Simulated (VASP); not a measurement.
# BiTe (I4/mmm) in VASP: further runs

The runs below take BiTe through single point, with PBEsol.

Program: VASP 6.6.1. These are calculated values, not measurements. Logs are shortened: lines on timing, memory, paths and dates and some standing lists are left out, and cuts for length are marked.

**1. The cell of the first run**

Symmetry: I4/mmm, No. 139, tetragonal system. The conventional cell has a = 4.386 Å, b = 4.386 Å, c = 6.490 Å, α = 90.00°, β = 90.00°, γ = 90.00°. Bi (site symmetry 4/mmm) has 6 Te at 3.10 to 3.25 Å within 4.1 Å. Within 4.1 Å of Te (site symmetry 4/mmm) lie 6 Bi at 3.10 to 3.25 Å.

**2. Single point, PBEsol (strain -0.030 along x and y, +0.015 along z)**

The input, INCAR:

```
  PREC = Accurate
  ENCUT = 500
  EDIFF = 1E-6
  ISMEAR = 0
  SIGMA = 0.15
  LREAL = False
  LASPH = True
  NELM = 120
  ALGO = Normal
  ISIF = 2
  LWAVE = False
  LCHARG = False
  GGA = PS
  NBANDS = 18
  GGA_COMPAT = False
```

The input, KPOINTS:

```
regular mesh
0
Gamma
  16 16 16
```

The input, POSCAR:

```
BiTe
1.0
    0.0000000000      3.1012392129      3.2451111351
    3.1012392129      0.0000000000      3.2451111351
    3.1012392129      3.1012392129      0.0000000000
Bi Te
1 1
Direct
    0.0000000000      0.0000000000      0.0000000000
    0.5000000000      0.5000000000      0.5000000000
```

Potentials or basis: VASP PAW PBE potentials, release 64 (Bi_d, Te).

Started as:

```console
> cat potpaw_PBE.64/Bi_d/POTCAR potpaw_PBE.64/Te/POTCAR > POTCAR
> mpirun -np 1 vasp_std > vasp.out
```

OUTCAR:

```text
PREC = Accurate
   ENCUT = 500
   EDIFF = 1E-6
   ISMEAR = 0
   LREAL = False
   LASPH = True
   NELM = 120
   ISIF = 2
   GGA = PS

 ion  position               nearest neighbor table
   1  0.000  0.000  0.000-   2 3.10   2 3.10   2 3.10   2 3.10   2 3.25   2 3.25
   2  0.500  0.500  0.500-   1 3.10   1 3.10   1 3.10   1 3.10   1 3.25   1 3.25

  LATTYP: Found a body centered tetragonal cell.
 ALAT       =     4.3858145550
 C/A-ratio  =     1.4798214080

  Lattice vectors:

 A1 = (  -3.1012392129,   0.0000000000,   3.2451111351)
 A2 = (   3.1012392129,   0.0000000000,   3.2451111351)
 A3 = (   0.0000000000,   3.1012392129,  -3.2451111351)

Analysis of symmetry for initial positions (statically):
=====================================================================
 Subroutine PRICEL returns:
 Original cell was already a primitive cell.

 Routine SETGRP: Setting up the symmetry group for a
 body centered tetragonal supercell.

 Subroutine GETGRP returns: Found 16 space group operations
 (whereof 16 operations were pure point group operations)
 out of a pool of 16 trial point group operations.

The static configuration has the point symmetry D_4h.

Analysis of symmetry for dynamics (positions and initial velocities):
=====================================================================
 Subroutine PRICEL returns:
 Original cell was already a primitive cell.

 Routine SETGRP: Setting up the symmetry group for a
 body centered tetragonal supercell.

 Subroutine GETGRP returns: Found 16 space group operations
 (whereof 16 operations were pure point group operations)
 out of a pool of 16 trial point group operations.

The dynamic configuration has the point symmetry D_4h.

 Subroutine INISYM returns: Found 16 space group operations
 (whereof 16 operations are pure point group operations),
 and found     1 'primitive' translations

----------------------------------------------------------------------------------------

                                     Primitive cell

  volume of cell :      62.4209

  direct lattice vectors                    reciprocal lattice vectors
     0.000000000  3.101239213  3.245111135    -0.161225873  0.161225873  0.154077928
     3.101239213  0.000000000  3.245111135     0.161225873 -0.161225873  0.154077928
     3.101239213  3.101239213  0.000000000     0.161225873  0.161225873 -0.154077928

  length of vectors
     4.488700361  4.488700361  4.385814555     0.275186432  0.275186432  0.275186432

  position of ions in fractional coordinates (direct lattice)
     0.000000000  0.000000000  0.000000000
     0.500000000  0.500000000  0.500000000

  ion indices of the primitive-cell ions
   primitive index   ion index
                 1           1
                 2           2

----------------------------------------------------------------------------------------

 KPOINTS: regular mesh

Automatic generation of k-mesh.
 Grid dimensions read from file:
 generate k-points for:   16   16   16

 Generating k-lattice:

  Cartesian coordinates                     Fractional coordinates (reciprocal lattice)
    -0.010076617  0.010076617  0.009629871     0.062500000  0.000000000  0.000000000
     0.010076617 -0.010076617  0.009629871     0.000000000  0.062500000  0.000000000
     0.010076617  0.010076617 -0.009629871     0.000000000  0.000000000  0.062500000

  Length of vectors
     0.017199152  0.017199152  0.017199152

  Shift w.r.t. Gamma in fractional coordinates (k-lattice)
     0.000000000  0.000000000  0.000000000

 Subroutine IBZKPT returns following result:
 ===========================================

 Found    349 irreducible k-points:

 Following reciprocal coordinates:
            Coordinates               Weight
  0.000000  0.000000  0.000000      1.000000
  0.062500  0.000000  0.000000      8.000000
  0.125000  0.000000  0.000000      8.000000
  0.187500 -0.000000  0.000000      8.000000
  0.250000  0.000000  0.000000      8.000000
  0.312500  0.000000  0.000000      8.000000
[... 16 lines left out ...]
 -0.125000  0.062500  0.000000      8.000000
 -0.062500  0.062500  0.000000      4.000000
 [... further k-points ...]
   k-points           NKPTS =    349   k-points in BZ     NKDIM =    349   number of bands    NBANDS=     18
   number of dos      NEDOS =    301   number of ions     NIONS =      2
   total plane-waves  NPLWV =  41472
   dimension x,y,z NGX =    36 NGY =   36 NGZ =   32
   dimension x,y,z NGXF=    72 NGYF=   72 NGZF=   64
   ions per type =               1   1
   NGX,Y,Z   is equivalent  to a cutoff of  13.33, 13.33, 12.13 a.u.
   NGXF,Y,Z  is equivalent  to a cutoff of  26.67, 26.67, 24.26 a.u.
 SYSTEM =  unknown system
   PREC   = accura    normal or accurate (medium, high low for compatibility)
   ISTART =      0    job   : 0-new  1-cont  2-samecut
   ICHARG =      2    charge: 1-file 2-atom 10-const
   ISPIN  =      1    spin polarized calculation?
   LNONCOLLINEAR =      F non collinear calculations
   LSORBIT =      F    spin-orbit coupling
   LASPH  =      T    aspherical Exc in radial PAW
   ENCUT  =  500.0 eV  36.75 Ry    6.06 a.u.   8.18  8.18  8.00*2*pi/ulx,y,z
   NELM   =    120;   NELMIN=  2; NELMDL= -5     # of ELM steps
   EDIFF  = 0.1E-05   stopping-criterion for ELM
   LREAL  =      F    real-space projection
   EDIFFG = 0.1E-04   stopping-criterion for IOM
   NSW    =      0    number of steps for IOM
   IBRION =     -1    ionic relax: 0-MD 1-quasi-New 2-CG
   NFREE  =      0    steps in history (QN), initial steepest desc. (CG)
   ISIF   =      2    stress and relaxation
   ISYM   =      2    0-nonsym 1-usesym 2-fastsym
   POTIM  = 0.5000    time-step for ionic-motion
   TEBEG  =    0.0;   TEEND  =   0.0 temperature during run
   PSTRESS=    0.0 pullay stress
   NELECT =      21.0000    total number of electrons
   NUPDOWN=      -1.0000    fix difference up-down
   EMIN   =  10.00;   EMAX   =-10.00  energy-range for DOS
   EFERMI =   0.00;   METHOD = LEGACY
   ISMEAR =     0;   SIGMA  =   0.15  broadening in eV -4-tet -1-fermi 0-gaus
   EFERMI_NEDOS =   21; number of points for ismear=-14 and -15
   IALGO  =     38    algorithm
   IMIX   =      4    mixing-type and parameters
     AMIX     =   0.40;   BMIX     =  1.00
     AMIX_MAG =   1.60;   BMIX_MAG =  1.00
  volume/ion in A,a.u.               =      31.21       210.62
  Fermi-wavevector in a.u.,A,eV,Ry     =   1.138600  2.151642 17.638732  1.296410
  Thomas-Fermi vector in A             =   2.275304
   LORBIT       =      0    0 simple, 1 ext, 2 COOP (PROOUT), +10 PAW based schemes
   GGA     = PS    functional components
   LHFCALC =     F    Hartree Fock is set to
   AEXX    =    0.0000 exact exchange contribution
   IVDW    =     0    specifies the selected vdW correction
   LEPSILON=     F    determine dielectric tensor
   LRPA    =     F    only Hartree local field effects (RPA)
 non-spin polarized calculation
 Gauss-broadening in eV      SIGMA  =   0.15
  energy-cutoff  :      500.00
  volume of cell :       62.42
 maximum number of plane-waves:      1612
 NGX is ok and might be reduce to    36
   NGX = 17   NGY = 17   NGZ = 15

 number of electron      21.0000000 magnetization

 Free energy of the ion-electron system (eV)
  ---------------------------------------------------
  ext. energy  EPLUGINS =         0.00000000
  ---------------------------------------------------
  free energy    TOTEN  =        -7.93843258 eV

  energy without entropy =       -7.92309768  energy(sigma->0) =       -7.93076513

 E-fermi :   7.5139     XC(G=0):  -9.9550

 val. band max:        7.5129463381   @ k =  -0.3125   0.1250   0.0625
 cond. band min:       7.5164677800   @ k =  -0.1250   0.0000   0.1250
 fundamental gap:      0.0035214420
 Fermi energy:         7.5138960539

 k-point     1 :       0.0000    0.0000    0.0000
  band No.  band energies     occupation
      1     -15.6142      2.00000
      2     -15.6035      2.00000
      3     -15.5811      2.00000
      4     -15.5780      2.00000
      5     -15.5780      2.00000
      6      -6.6359      2.00000
[... 10 lines left out ...]
     17      13.3255      0.00000
     18      13.7370      0.00000

 k-point     2 :       0.0625    0.0000    0.0000
  band No.  band energies     occupation
      1     -15.6145      2.00000
      2     -15.6031      2.00000
      3     -15.5812      2.00000
      4     -15.5779      2.00000
      5     -15.5777      2.00000
      6      -6.5970      2.00000
[... 10 lines left out ...]
     17      13.5596      0.00000
     18      14.0778      0.00000

 k-point     3 :       0.1250    0.0000    0.0000
  band No.  band energies     occupation
      1     -15.6154      2.00000
      2     -15.6023      2.00000
      3     -15.5814      2.00000
      4     -15.5775      2.00000
      5     -15.5770      2.00000
      6      -6.4808      2.00000
[... 10 lines left out ...]
     17      14.1712      0.00000
     18      14.8940      0.00000

 k-point     4 :       0.1875   -0.0000    0.0000
  band No.  band energies     occupation
      1     -15.6167      2.00000
      2     -15.6013      2.00000
      3     -15.5819      2.00000
      4     -15.5768      2.00000
      5     -15.5758      2.00000
      6      -6.2880      2.00000
[... 375 lines left out ...]
      4     -15.5772      2.00000
      5     -15.5755      2.00000
      6      -6.1554      2.00000
[... 10 lines left out ...]
     17      14.4639      0.00000
     18      16.5890      0.00000

 k-point    23 :      -0.1250    0.0625    0.0000
  band No.  band energies     occupation
      1     -15.6170      2.00000
      2     -15.6009      2.00000
      3     -15.5805      2.00000
      4     -15.5779      2.00000
      5     -15.5767      2.00000
      6      -6.3788      2.00000
[... 10 lines left out ...]
     17      13.7734      0.00000
     18      15.4775      0.00000

 k-point    24 :      -0.0625    0.0625    0.0000
  band No.  band energies     occupation
      1     -15.6156      2.00000
      2     -15.6022      2.00000
      3     -15.5807      2.00000
      4     -15.5781      2.00000
      5     -15.5774      2.00000
      6      -6.5264      2.00000
[... 10 lines left out ...]
     17      13.4448      0.00000
     18      14.6025      0.00000

 [... further k-points ...]

------------------------ aborting loop because EDIFF is reached ----------------------------------------

  FORCE on cell =-STRESS in cart. coord.  units (eV):
  Direction    XX          YY          ZZ          XY          YZ          ZX
  --------------------------------------------------------------------------------------
  -------------------------------------------------------------------------------------
  Total        1.8298003      1.8298003     -0.0640883      0.0000000      0.0000000      0.0000000
  in kB       46.9660648     46.9660648     -1.6449741      0.0000000      0.0000000      0.0000000
  external PRESSURE =      30.7623851 kB  Pullay stress =       0.0000000 kB

 VOLUME and BASIS-vectors are now :
 -----------------------------------------------------------------------------
  energy-cutoff  :      500.00
  volume of cell :       62.42
      direct lattice vectors                 reciprocal lattice vectors
     0.000000000  3.101239213  3.245111135    -0.161225873  0.161225873  0.154077928
     3.101239213  0.000000000  3.245111135     0.161225873 -0.161225873  0.154077928
     3.101239213  3.101239213  0.000000000     0.161225873  0.161225873 -0.154077928

 POSITION                                       TOTAL-FORCE (eV/Angst)
 -----------------------------------------------------------------------------------
      0.00000      0.00000      0.00000         0.000000     -0.000000      0.000000
      3.10124      3.10124      3.24511         0.000000      0.000000     -0.000000
 -----------------------------------------------------------------------------------
    total drift:                               -0.000000      0.000000      0.000000

  FREE ENERGIE OF THE ION-ELECTRON SYSTEM (eV)
  ---------------------------------------------------
  free  energy   TOTEN  =        -7.9384325780 eV

  energy  without entropy=       -7.9230976794  energy(sigma->0) =       -7.93076513
```

It took 2.1 min on 1 thread of Intel Xeon 6975P-C (Granite Rapids), shared host; peak memory 0.48 GiB.

What came out:

* Free energy: -7.9384 eV
* Pressure: 3.1 GPa
* Band gap on the k mesh: zero (an odd number of electrons rules out a gap without spin polarisation)

Stress tensor (GPa, compression positive):
```
 4.70  0.00  0.00
 0.00  4.70  0.00
 0.00  0.00 -0.16
```

Levels at points of the mesh, in eV from the Fermi level:
| k point | band 7 | band 8 | band 9 | band 10 | band 11 | band 12 | band 13 | band 14 |
| --- | --- | --- | --- | --- | --- | --- | --- | --- |
| (0.00, 0.00, 0.00) | -7.81 | -2.97 | -2.97 | -2.34 | 1.60 | 2.70 | 2.70 | 4.27 |
| (0.50, 0.00, 0.00) | -11.59 | -2.16 | -2.02 | -1.52 | -1.02 | -0.70 | -0.69 | 7.42 |
| (0.50, 0.50, 0.00) | -9.61 | -6.15 | -4.36 | -4.36 | 1.94 | 4.10 | 4.10 | 5.12 |
| (0.50, 0.00, 0.50) | -10.16 | -6.31 | -4.75 | -4.13 | 1.85 | 3.36 | 4.53 | 5.83 |

Caveat: the cell differs from its parent crystal (strain -0.030 along x and y, +0.015 along z); the cell stands under pressure; the PAW data sets were made with another functional, which shifts forces and pressure a little; spin-orbit coupling is left out, which moves the levels of the heavy elements.

**3. Single point, PBEsol (strain -0.015 along x and y, +0.000 along z)**

The input, INCAR:

```
PREC = Accurate
ENCUT = 500
EDIFF = 1E-6
ISMEAR = 0
SIGMA = 0.15
LREAL = False
LASPH = True
NELM = 120
ALGO = Normal
ISIF = 2
LWAVE = False
LCHARG = False
GGA = PS
NBANDS = 18
GGA_COMPAT = False
```

KPOINTS is that of step 2.

The input, POSCAR:

```
BiTe
1.0
    0.0000000000      3.1491965203      3.1971538277
    3.1491965203      0.0000000000      3.1971538277
    3.1491965203      3.1491965203      0.0000000000
Bi Te
1 1
Direct
    0.0000000000      0.0000000000      0.0000000000
    0.5000000000      0.5000000000      0.5000000000
```

Potentials or basis: VASP PAW PBE potentials, release 64 (Bi_d, Te).

Started as:

```console
> cat potpaw_PBE.64/Bi_d/POTCAR potpaw_PBE.64/Te/POTCAR > POTCAR
> mpirun -np 1 vasp_std > vasp.out
```

Run time: 1.9 min. Hardware: 1 thread of Intel Xeon 6975P-C (Granite Rapids), shared host; peak memory 0.48 GiB.

Results (log left out):

```yaml
Free_energy: -7.9794 eV
Pressure: 1.8 GPa
Band_gap_on_the_k_mesh: zero (an odd number of electrons rules out a gap without spin polarisation)
```

Stress tensor (GPa, compression positive):
```
2.37 0.00 0.00
0.00 2.37 0.00
0.00 0.00 0.78
```

Levels at points of the mesh, in eV from the Fermi level:
```csv
k point,band 7,band 8,band 9,band 10,band 11,band 12,band 13,band 14
"(0.00, 0.00, 0.00)",-7.88,-2.78,-2.78,-2.57,2.05,2.42,2.42,4.46
"(0.50, 0.00, 0.00)",-11.50,-2.06,-2.02,-1.57,-0.90,-0.73,-0.71,7.39
"(0.50, 0.50, 0.00)",-9.85,-6.09,-4.31,-4.31,1.96,3.95,3.95,5.30
"(0.50, 0.00, 0.50)",-10.03,-6.15,-4.44,-4.23,1.92,3.70,4.09,5.54
```

Caveat: the cell differs from its parent crystal (strain -0.015 along x and y, +0.000 along z); the PAW data sets were made with another functional, which shifts forces and pressure a little; spin-orbit coupling is left out, which moves the levels of the heavy elements.

(Continued in part 2 of 2.)

The gap in the log of VASP goes by the Fermi energy; the results here count the filled bands.